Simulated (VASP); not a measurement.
Write the native input for VASP 6.6.1 that does the following.

```yaml
Task: single point
Functional: r2SCAN
Potentials_or_basis: VASP PAW PBE potentials, release 64 (Mg, Au)
Cutoff: 520 eV
k_mesh: 6 × 6 × 6
Occupations: gaussian, width 0.1 eV
Spin: no spin polarisation
Dipole_correction: no
Further_INCAR_settings: ALGO = Normal; EDIFF = 1e-06; NBANDS = 14
```

The system is MgAu.

```
Mg Au
1.0
     3.25900    0.00000    0.00000
     0.00000    3.25900    0.00000
     0.00000    0.00000    3.25900
Mg Au
1 1
Direct
  0.50000 0.50000 0.50000
  0.00000 0.00000 0.00000
```

One way to write it, as run:

POSCAR

```
MgAu
1.0
    3.2590000000      0.0000000000      0.0000000000
    0.0000000000      3.2590000000      0.0000000000
    0.0000000000      0.0000000000      3.2590000000
Mg Au
1 1
Direct
    0.5000000000      0.5000000000      0.5000000000
    0.0000000000      0.0000000000      0.0000000000
```

INCAR.step1

```
SYSTEM = MgAu
PREC = Accurate
ENCUT = 520
ISMEAR = 0
SIGMA = 0.1
LREAL = .False.
LASPH = .True.
NELM = 80
NBANDS = 14
GGA = PE
ALGO = Normal
EDIFF = 1E-4
LWAVE = .True.
LCHARG = .False.
```

INCAR.step2

```
SYSTEM = MgAu
PREC = Accurate
ENCUT = 520
EDIFF = 1E-6
ISMEAR = 0
SIGMA = 0.1
LREAL = .False.
LASPH = .True.
NELM = 80
ALGO = Normal
ISIF = 2
LWAVE = .False.
LCHARG = .False.
METAGGA = R2SCAN
LMIXTAU = .True.
NBANDS = 14
ISTART = 1
```

KPOINTS

```
regular mesh
0
Gamma
  6 6 6
  0 0 0
```

Potentials or basis: VASP PAW PBE potentials, release 64 (Mg, Au).

The run is started by

```console
$ cat potpaw_PBE.64/Mg/POTCAR potpaw_PBE.64/Au/POTCAR > POTCAR
$ cp INCAR.step1 INCAR
$ mpirun -np 1 vasp_std > vasp.out
$ cp INCAR.step2 INCAR
$ mpirun -np 1 vasp_std > vasp.out
```

It gave:

```
Pressure : 1.0 GPa
```

Caveat: the PAW data sets were made with another functional, which shifts forces and pressure a little.

It took 18 s on 1 thread of Intel(R) Xeon(R) Platinum 8488C (Sapphire Rapids), on a shared host, peak memory 0.14 GiB.
